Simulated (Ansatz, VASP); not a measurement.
Ag in VASP and in Ansatz

```xyz
1
Lattice="2.6410 0.0000 0.0000 0.0000 2.6410 0.0000 0.0000 0.0000 2.6410" Properties=species:S:1:pos:R:3 pbc="T T T"
Ag    0.0000    0.0000    0.0000
```

Alike in both runs: task single point; functional r2SCAN; k mesh 13 × 13 × 13; occupations fermi-dirac, width 0.1 eV; no spin polarisation.

|  | VASP | Ansatz |
| --- | --- | --- |
| version | VASP 6.6.1 | Ansatz 0.2.0 |
| potentials or method | VASP PAW PBE potentials, release 64 (Ag), cutoff 520 eV | plane waves (500 eV) with PAW, scalar-relativistic |
| valence electrons in the cell | 11 | 19 |

```tsv
	VASP	Ansatz	Ansatz less VASP
pressure (GPa)	8.6	8.3	-0.30
```

VASP's potentials were made for PBE, not for r2SCAN. VASP's potentials hold 11 valence electrons a cell and Ansatz's 19, so a difference there can come from the potentials and not from the codes.
